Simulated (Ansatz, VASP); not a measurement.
One calculation of Be2Al, two programs

The input INCAR:

```
PREC = Accurate ; ENCUT = 520
EDIFF = 1E-6 ; ISMEAR = 0
SIGMA = 0.1 ; LREAL = F
LASPH = T ; NELM = 100
ALGO = Fast ; ISIF = 2
LWAVE = F ; LCHARG = F
GGA = PE ; NBANDS = 10
```

File KPOINTS:

```
Automatic mesh
0
Gamma
  8 8 8
```

File POSCAR:

```
Be2Al
1.0
   -1.4371940549      1.4371940549      3.5256166659
    1.4371940549     -1.4371940549      3.5256166659
    1.4371940549      1.4371940549     -3.5256166659
Be Al
2 1
Direct
    0.6650000000      0.6650000000      0.0000000000
    0.3350000000      0.3350000000      0.0000000000
    0.0000000000      0.0000000000      0.0000000000
```

Input for Ansatz:

```yaml
crystal:
  lattice:
    - [-1.4371940549, 1.4371940549, 3.5256166659]
    - [1.4371940549, -1.4371940549, 3.5256166659]
    - [1.4371940549, 1.4371940549, -3.5256166659]
  atoms:
    - { symbol: Be, position: [0.665, 0.665, 0.0] }
    - { symbol: Be, position: [0.335, 0.335, 0.0] }
    - { symbol: Al, position: [0.0, 0.0, 0.0] }
basis:
  ecutwfc: 420
kpoints:
  mp_grid: { grid: [8, 8, 8] }
hamiltonian:
  xc: pbe
scf:
  occupations: { method: gaussian, width: 0.1 }
  lower_state_search: "off"
output:
  forces: true
  stress: true
  eigenvalues: true
```

Alike in both runs: task single point; functional PBE; k mesh 8 × 8 × 8; occupations gaussian, width 0.1 eV; no spin polarisation.

|  | VASP | Ansatz |
| --- | --- | --- |
| version | VASP 6.6.1 | Ansatz 0.2.0 |
| potentials or method | VASP PAW PBE potentials, release 64 (Be, Al), cutoff 520 eV | scalar-relativistic, plane waves, PAW |
| valence electrons in the cell | 7 | 7 |

```tsv
	VASP	Ansatz	Ansatz less VASP
gap on the k mesh at the Fermi level (eV)	none	none	-
pressure (GPa)	20.5	20.4	-0.09
traceless stress, the component that is largest in VASP (GPa)	-2.54	-2.55	-0.014
rms of the force components (eV/Å)	0.362	0.359	-0.0022
```

Atom by atom the forces differ by 0.002 eV/Å (rms over components). A gap of «none» marks a metal or a gap that the smearing closes.

The k mesh is coarse, so the values compare programs but aren't converged.
